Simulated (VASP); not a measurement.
Crystal: C.

```
C
1.0
     2.48215    0.00000    0.00000
    -1.24107    2.14960    0.00000
     0.00000    0.00000    4.05335
C
4
Direct
  0.33333 0.66667 0.00000
  0.66667 0.33333 0.50000
  0.33333 0.66667 0.37500
  0.66667 0.33333 0.87500
```

| Quantity | Value |
| --- | --- |
| Program | VASP 6.6.1 |
| Task | relaxation of cell and atoms |
| Functional | PBE |
| Potentials or basis | VASP PAW PBE potentials, release 64 (C) |
| Cutoff | 600 eV |
| k mesh | 12 × 12 × 6 |
| Occupations | fermi-dirac, width 0.02 eV |
| Spin | no spin polarisation |

At the start: pressure 26.6 GPa; volume 5.41 Å³/atom.

Task: How do energy, volume and symmetry change on relaxing?

Result: Over 11 steps the energy falls by 30.0 meV/atom and the volume is 5.71 Å³/atom (+5.6 %); space group P6_3/mmc (No. 194, to 0.05 Å).

Step by step:
```
step  energy change (eV)  largest force (eV/Å)  pressure (GPa)  volume (Å³)
   1              0.0000                0.0483           26.60        21.63
   2              0.0676                0.2656          -27.01        24.54
   3             -0.1200                0.0108           -0.52        22.87
   4             -0.1201                0.0085            0.01        22.84
   5             -0.1200                0.0061            0.49        22.82
   6             -0.1200                0.0148            0.41        22.82
   7             -0.1200                0.0043            0.42        22.82
   8             -0.1200                0.0031            0.38        22.82
   9             -0.1201                0.0002            0.16        22.84
  10             -0.1200                0.0071           -0.26        22.86
  11             -0.1201                0.0025            0.01        22.84
```

Final structure:
```
C
1.0
     2.51183    0.00000    0.00000
    -1.25592    2.17531    0.00000
     0.00000    0.00000    4.18068
C
4
Cartesian
  0.0000 1.4502 0.0010
  1.2559 0.7251 2.0914
  0.0000 1.4502 1.5667
  1.2559 0.7251 3.6571
```
